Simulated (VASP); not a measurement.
# Pt (Fm-3m) in VASP: further runs

Pt is run at these levels: PBE; tasks: single point, relaxation of cell and atoms.

Program: VASP 6.6.1. These are calculated values, not measurements. Logs are shortened: lines on timing, memory, paths and dates and some standing lists are left out, and cuts for length are marked.

## (1) The cell of the first run

Symmetry: Fm-3m, No. 225, cubic system. Conventional cell: a = 3.920 Å, b = 3.920 Å, c = 3.920 Å, α = 90.00°, β = 90.00°, γ = 90.00°. Within 3.7 Å of Pt (site symmetry m-3m) lie 12 Pt at 2.77 Å.

## (2) Single point, PBE

The input, INCAR:

```
SYSTEM = Pt
  ALGO = Normal
  EDIFF = 1E-7
  ENCUT = 520
  GGA = PE
  ISIF = 2
  ISMEAR = 0
  LASPH = .True.
  LCHARG = .False.
  LREAL = .False.
  LWAVE = .False.
  NBANDS = 11
  NELM = 100
  PREC = Accurate
  SIGMA = 0.1
```

The input, KPOINTS:

```
k-points
0
Gamma
  8 8 8
  0 0 0
```

The input, POSCAR:

```
Pt
1.0
    0.0000000000      1.9600012148      1.9600012148
    1.9600012148      0.0000000000      1.9600012148
    1.9600012148      1.9600012148      0.0000000000
Pt
1
Direct
    0.0000000000      0.0000000000      0.0000000000
```

Potentials or basis: VASP PAW PBE potentials, release 64 (Pt).

Started as:

```
$ cat potpaw_PBE.64/Pt/POTCAR > POTCAR
$ mpirun -np 1 vasp_std > vasp.out
```

OUTCAR:

```text
SYSTEM = Pt
   EDIFF = 1E-7
   ENCUT = 520
   GGA = PE
   ISIF = 2
   ISMEAR = 0
   LASPH = .True.
   LREAL = .False.
   NELM = 100
   PREC = Accurate

 ion  position               nearest neighbor table
   1  0.000  0.000  0.000-

  LATTYP: Found a face centered cubic cell.
 ALAT       =     3.9200024296

  Lattice vectors:

 A1 = (   0.0000000000,   1.9600012148,   1.9600012148)
 A2 = (   1.9600012148,   0.0000000000,   1.9600012148)
 A3 = (   1.9600012148,   1.9600012148,   0.0000000000)

Analysis of symmetry for initial positions (statically):
=====================================================================
 Subroutine PRICEL returns:
 Original cell was already a primitive cell.

 Routine SETGRP: Setting up the symmetry group for a
 face centered cubic supercell.

 Subroutine GETGRP returns: Found 48 space group operations
 (whereof 48 operations were pure point group operations)
 out of a pool of 48 trial point group operations.

The static configuration has the point symmetry O_h .

Analysis of symmetry for dynamics (positions and initial velocities):
=====================================================================
 Subroutine PRICEL returns:
 Original cell was already a primitive cell.

 Routine SETGRP: Setting up the symmetry group for a
 face centered cubic supercell.

 Subroutine GETGRP returns: Found 48 space group operations
 (whereof 48 operations were pure point group operations)
 out of a pool of 48 trial point group operations.

The dynamic configuration has the point symmetry O_h .

 Subroutine INISYM returns: Found 48 space group operations
 (whereof 48 operations are pure point group operations),
 and found     1 'primitive' translations

----------------------------------------------------------------------------------------

                                     Primitive cell

  volume of cell :      15.0591

  direct lattice vectors                    reciprocal lattice vectors
     0.000000000  1.960001215  1.960001215    -0.255101883  0.255101883  0.255101883
     1.960001215  0.000000000  1.960001215     0.255101883 -0.255101883  0.255101883
     1.960001215  1.960001215  0.000000000     0.255101883  0.255101883 -0.255101883

  length of vectors
     2.771860300  2.771860300  2.771860300     0.441849422  0.441849422  0.441849422

  position of ions in fractional coordinates (direct lattice)
     0.000000000  0.000000000  0.000000000

  ion indices of the primitive-cell ions
   primitive index   ion index
                 1           1

----------------------------------------------------------------------------------------

 KPOINTS: k-points

Automatic generation of k-mesh.
 Grid dimensions read from file:
 generate k-points for:    8    8    8

 Generating k-lattice:

  Cartesian coordinates                     Fractional coordinates (reciprocal lattice)
    -0.031887735  0.031887735  0.031887735     0.125000000  0.000000000  0.000000000
     0.031887735 -0.031887735  0.031887735     0.000000000  0.125000000  0.000000000
     0.031887735  0.031887735 -0.031887735     0.000000000  0.000000000  0.125000000

  Length of vectors
     0.055231178  0.055231178  0.055231178

  Shift w.r.t. Gamma in fractional coordinates (k-lattice)
     0.000000000  0.000000000  0.000000000

 Subroutine IBZKPT returns following result:
 ===========================================

 Found     29 irreducible k-points:

 Following reciprocal coordinates:
            Coordinates               Weight
  0.000000  0.000000  0.000000      1.000000
  0.125000  0.000000  0.000000      8.000000
  0.250000  0.000000  0.000000      8.000000
  0.375000  0.000000  0.000000      8.000000
  0.500000  0.000000  0.000000      4.000000
  0.125000  0.125000  0.000000      6.000000
[... 16 lines left out ...]
  0.500000  0.250000  0.125000     48.000000
 -0.375000  0.250000  0.125000     24.000000
 [... further k-points ...]
   k-points           NKPTS =     29   k-points in BZ     NKDIM =     29   number of bands    NBANDS=     11
   number of dos      NEDOS =    301   number of ions     NIONS =      1
   total plane-waves  NPLWV =  13824
   dimension x,y,z NGX =    24 NGY =   24 NGZ =   24
   dimension x,y,z NGXF=    48 NGYF=   48 NGZF=   48
   ions per type =               1
   NGX,Y,Z   is equivalent  to a cutoff of  14.39, 14.39, 14.39 a.u.
   NGXF,Y,Z  is equivalent  to a cutoff of  28.79, 28.79, 28.79 a.u.
 SYSTEM =  Pt
   PREC   = accura    normal or accurate (medium, high low for compatibility)
   ISTART =      0    job   : 0-new  1-cont  2-samecut
   ICHARG =      2    charge: 1-file 2-atom 10-const
   ISPIN  =      1    spin polarized calculation?
   LNONCOLLINEAR =      F non collinear calculations
   LSORBIT =      F    spin-orbit coupling
   LASPH  =      T    aspherical Exc in radial PAW
   ENCUT  =  520.0 eV  38.22 Ry    6.18 a.u.   5.15  5.15  5.15*2*pi/ulx,y,z
   NELM   =    100;   NELMIN=  2; NELMDL= -5     # of ELM steps
   EDIFF  = 0.1E-06   stopping-criterion for ELM
   LREAL  =      F    real-space projection
   EDIFFG = 0.1E-05   stopping-criterion for IOM
   NSW    =      0    number of steps for IOM
   IBRION =     -1    ionic relax: 0-MD 1-quasi-New 2-CG
   NFREE  =      0    steps in history (QN), initial steepest desc. (CG)
   ISIF   =      2    stress and relaxation
   ISYM   =      2    0-nonsym 1-usesym 2-fastsym
   POTIM  = 0.5000    time-step for ionic-motion
   TEBEG  =    0.0;   TEEND  =   0.0 temperature during run
   PSTRESS=    0.0 pullay stress
   NELECT =      10.0000    total number of electrons
   NUPDOWN=      -1.0000    fix difference up-down
   EMIN   =  10.00;   EMAX   =-10.00  energy-range for DOS
   EFERMI =   0.00;   METHOD = LEGACY
   ISMEAR =     0;   SIGMA  =   0.10  broadening in eV -4-tet -1-fermi 0-gaus
   EFERMI_NEDOS =   21; number of points for ismear=-14 and -15
   IALGO  =     38    algorithm
   IMIX   =      4    mixing-type and parameters
     AMIX     =   0.40;   BMIX     =  1.00
     AMIX_MAG =   1.60;   BMIX_MAG =  1.00
  volume/ion in A,a.u.               =      15.06       101.62
  Fermi-wavevector in a.u.,A,eV,Ry     =   1.428264  2.699028 27.755042  2.039938
  Thomas-Fermi vector in A             =   2.548345
   LORBIT       =      0    0 simple, 1 ext, 2 COOP (PROOUT), +10 PAW based schemes
   GGA     = PE    functional components
   LHFCALC =     F    Hartree Fock is set to
   AEXX    =    0.0000 exact exchange contribution
   IVDW    =     0    specifies the selected vdW correction
   LEPSILON=     F    determine dielectric tensor
   LRPA    =     F    only Hartree local field effects (RPA)
 non-spin polarized calculation
 Gauss-broadening in eV      SIGMA  =   0.10
  energy-cutoff  :      520.00
  volume of cell :       15.06
 maximum number of plane-waves:       416
 NGX is ok and might be reduce to    24
   NGX = 11   NGY = 11   NGZ = 11

 number of electron      10.0000000 magnetization

 Free energy of the ion-electron system (eV)
  ---------------------------------------------------
  ext. energy  EPLUGINS =         0.00000000
  ---------------------------------------------------
  free energy    TOTEN  =        -6.07193276 eV

  energy without entropy =       -6.06304969  energy(sigma->0) =       -6.06749123

 E-fermi :  11.2245     XC(G=0): -13.5065

 val. band max:       11.0841128911   @ k =  -0.3750   0.3750   0.0000
 cond. band min:      11.2272207138   @ k =  -0.2500   0.1250   0.0000
 fundamental gap:      0.1431078227
 Fermi energy:        11.2244707069

 k-point     1 :       0.0000    0.0000    0.0000
  band No.  band energies     occupation
      1       1.0603      2.00000
      2       7.4676      2.00000
      3       7.4676      2.00000
      4       7.4676      2.00000
      5       9.6220      2.00000
      6       9.6220      2.00000
      7      25.9338      0.00000
      8      30.9058      0.00000
      9      30.9058      0.00000
     10      30.9058      0.00000
     11      36.2641      0.00000

 k-point     2 :       0.1250    0.0000    0.0000
  band No.  band energies     occupation
      1       1.6718      2.00000
      2       7.2255      2.00000
      3       7.6869      2.00000
      4       7.6869      2.00000
      5       9.5212      2.00000
      6       9.5212      2.00000
      7      26.8266      0.00000
      8      28.4462      0.00000
      9      31.8470      0.00000
     10      31.8470      0.00000
     11      37.5736      0.00000

 k-point     3 :       0.2500    0.0000    0.0000
  band No.  band energies     occupation
      1       3.1062      2.00000
      2       7.1238      2.00000
      3       7.8405      2.00000
      4       7.8405      2.00000
      5       9.8000      2.00000
      6       9.8000      2.00000
      7      24.6048      0.00000
      8      27.6745      0.00000
      9      33.9580      0.00000
     10      33.9580      0.00000
     11      34.8307      0.00000

 k-point     4 :       0.3750    0.0000    0.0000
  band No.  band energies     occupation
      1       3.8945      2.00000
      2       7.5605      2.00000
      3       7.5605      2.00000
      4       8.7913      2.00000
      5      10.7602      2.00000
      6      10.7602      2.00000
      7      20.0784      0.00000
      8      26.1994      0.00000
      9      31.7056      0.00000
     10      31.7056      0.00000
     11      37.7319      0.00000

 k-point     5 :       0.5000    0.0000    0.0000
  band No.  band energies     occupation
      1       3.9386      2.00000
      2       7.4024      2.00000
      3       7.4024      2.00000
      4      10.8155      2.00000
      5      11.2958      0.31289
      6      11.2958      0.31289
      7      17.1238      0.00000
      8      25.5025      0.00000
      9      30.2824      0.00000
     10      30.2824      0.00000
     11      39.7230      0.00000
[... 211 lines left out ...]
 k-point    21 :       0.5000    0.5000    0.0000
  band No.  band energies     occupation
      1       4.1833      2.00000
      2       4.6371      2.00000
      3      11.2598      0.61763
      4      11.7492      0.00000
      5      11.7492      0.00000
      6      13.0705      0.00000
      7      20.1720      0.00000
      8      22.6916      0.00000
      9      22.6916      0.00000
     10      31.4556      0.00000
     11      34.7351      0.00000

 k-point    22 :       0.3750    0.2500    0.1250
  band No.  band energies     occupation
      1       4.3876      2.00000
      2       6.1495      2.00000
      3       7.4512      2.00000
      4       9.1287      2.00000
      5       9.2145      2.00000
      6      11.2778      0.45101
      7      24.8229      0.00000
      8      27.0487      0.00000
      9      29.2616      0.00000
     10      31.5198      0.00000
     11      35.6048      0.00000

 k-point    23 :       0.5000    0.2500    0.1250
  band No.  band energies     occupation
      1       5.1975      2.00000
      2       6.6490      2.00000
      3       6.9400      2.00000
      4       8.8335      2.00000
      5      10.5176      2.00000
      6      13.1991      0.00000
      7      20.5692      0.00000
      8      25.6978      0.00000
      9      27.5231      0.00000
     10      31.7925      0.00000
     11      35.6044      0.00000

 k-point    24 :      -0.3750    0.2500    0.1250
  band No.  band energies     occupation
      1       5.2175      2.00000
      2       6.4406      2.00000
      3       7.8154      2.00000
      4       8.5683      2.00000
      5      11.0655      1.97547
      6      15.7094      0.00000
      7      16.8046      0.00000
      8      26.0290      0.00000
      9      26.3830      0.00000
     10      30.4679      0.00000
     11      37.4998      0.00000

 [... further k-points ...]

------------------------ aborting loop because EDIFF is reached ----------------------------------------

  FORCE on cell =-STRESS in cart. coord.  units (eV):
  Direction    XX          YY          ZZ          XY          YZ          ZX
  --------------------------------------------------------------------------------------
  -------------------------------------------------------------------------------------
  Total        0.8714612      0.8714612      0.8714612      0.0000000      0.0000000      0.0000000
  in kB       92.7170535     92.7170535     92.7170535      0.0000000      0.0000000      0.0000000
  external PRESSURE =      92.7170535 kB  Pullay stress =       0.0000000 kB

 VOLUME and BASIS-vectors are now :
 -----------------------------------------------------------------------------
  energy-cutoff  :      520.00
  volume of cell :       15.06
      direct lattice vectors                 reciprocal lattice vectors
     0.000000000  1.960001215  1.960001215    -0.255101883  0.255101883  0.255101883
     1.960001215  0.000000000  1.960001215     0.255101883 -0.255101883  0.255101883
     1.960001215  1.960001215  0.000000000     0.255101883  0.255101883 -0.255101883

 POSITION                                       TOTAL-FORCE (eV/Angst)
 -----------------------------------------------------------------------------------
      0.00000      0.00000      0.00000         0.000000      0.000000      0.000000
 -----------------------------------------------------------------------------------
    total drift:                               -0.000000      0.000000     -0.000000

  FREE ENERGIE OF THE ION-ELECTRON SYSTEM (eV)
  ---------------------------------------------------
  free  energy   TOTEN  =        -6.0719327642 eV

  energy  without entropy=       -6.0630496897  energy(sigma->0) =       -6.06749123
```

Run time: 5.9 s. Hardware: 1 thread of Intel Xeon Platinum 8259CL at 2.50GHz (Skylake/Cascade Lake), shared host; peak memory 0.14 GiB.

What came out:

- Free energy: -6.0719 eV
- Pressure: 9.3 GPa
- Band gap on the k mesh: zero (bands 5 and 6 overlap by 2.23 eV)

Levels at points of the mesh, in eV from the Fermi level:
| k point | band 2 | band 3 | band 4 | band 5 | band 6 | band 7 | band 8 | band 9 |
| --- | --- | --- | --- | --- | --- | --- | --- | --- |
| (0.00, 0.00, 0.00) | -3.76 | -3.76 | -3.76 | -1.60 | -1.60 | 14.71 | 19.68 | 19.68 |
| (0.50, 0.00, 0.00) | -3.82 | -3.82 | -0.41 | 0.07 | 0.07 | 5.90 | 14.28 | 19.06 |
| (0.50, 0.50, 0.00) | -6.59 | 0.04 | 0.52 | 0.52 | 1.85 | 8.95 | 11.47 | 11.47 |

Caveat: the cell stands under pressure; spin-orbit coupling is left out, which moves the levels of the heavy elements.

## (3) Single point, PBE

This run uses another cell than the first one, of 15.64 Å³/atom.

The input, INCAR:

```
ALGO = Normal ; EDIFF = 1E-6
ENCUT = 520 ; GGA = PE
ISIF = 2 ; ISMEAR = 0
LASPH = True ; LCHARG = True
LELF = True ; LREAL = False
LVHAR = True ; LWAVE = False
NBANDS = 11 ; NELM = 80
PREC = Accurate ; SIGMA = 0.1
```

The input, KPOINTS:

```
k-points
0
Gamma
  18 18 18
```

The input, POSCAR:

```
Pt
1.0
    0.0000000000      1.9850561637      1.9850561637
    1.9850561637      0.0000000000      1.9850561637
    1.9850561637      1.9850561637      0.0000000000
Pt
1
Direct
    0.0000000000      0.0000000000      0.0000000000
```

Potentials or basis: VASP PAW PBE potentials, release 64 (Pt).

Started as:

```
$ cat potpaw_PBE.64/Pt/POTCAR > POTCAR
$ mpirun -np 1 vasp_std > vasp.out
```

Run time: 25 s. Hardware: 1 thread of Intel Xeon Platinum 8259CL at 2.50GHz (Skylake/Cascade Lake), shared host; peak memory 0.17 GiB.

It converged, with:

```
Free energy            : -6.1000 eV
Pressure               : -0.5 GPa
Band gap on the k mesh : zero (bands 5 and 6 overlap by 2.09 eV)
```

Levels at points of the mesh, in eV from the Fermi level:
```csv
k point,band 3,band 4,band 5,band 6,band 7,band 8
"(0.00, 0.00, 0.00)",-3.57,-3.57,-1.54,-1.54,14.74,19.50
"(0.50, 0.00, 0.00)",-3.63,-0.32,0.03,0.03,5.56,14.29
"(0.50, 0.50, 0.00)",-0.01,0.45,0.45,1.85,8.49,11.28
```

Caveat: spin-orbit coupling is left out, which moves the levels of the heavy elements.

(Part 1 of 2 ends here.)

The gap in the log of VASP goes by the Fermi energy; the results here count the filled bands.